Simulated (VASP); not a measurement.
The system is Sr.

```
Sr
1.0
     4.21754    0.00000    0.00000
    -1.40585    3.97634    0.00000
    -1.40585   -1.98817    3.44361
Sr
1
Direct
  0.00000 0.00000 0.00000
```

Base run:

| Quantity | Value |
| --- | --- |
| Program | VASP 6.6.1 |
| Functional | BLYP |
| Potentials or basis | VASP PAW PBE potentials, release 64 (Sr_sv) |
| Cutoff | 500 eV |
| k mesh | 8 × 8 × 8 |
| Occupations | gaussian, width 0.1 eV |
| Spin | no spin polarisation |

Its results: band gap on the k mesh zero (band 5 reaches 2.22 eV, above the bottom of band 6 at 1.76 eV); pressure -0.4 GPa.

Q: The run is repeated on the same cell with these changes: functional from BLYP to PBEsol. What comes out?

A: Band gap on the k mesh zero (band 5 reaches 1.67 eV, above the bottom of band 6 at 1.27 eV); pressure -1.3 GPa.

PBEsol binds more tightly than BLYP, so the same cell stands under less pressure.

Caveats: the PAW data sets were made with another functional, which shifts forces and pressure a little.
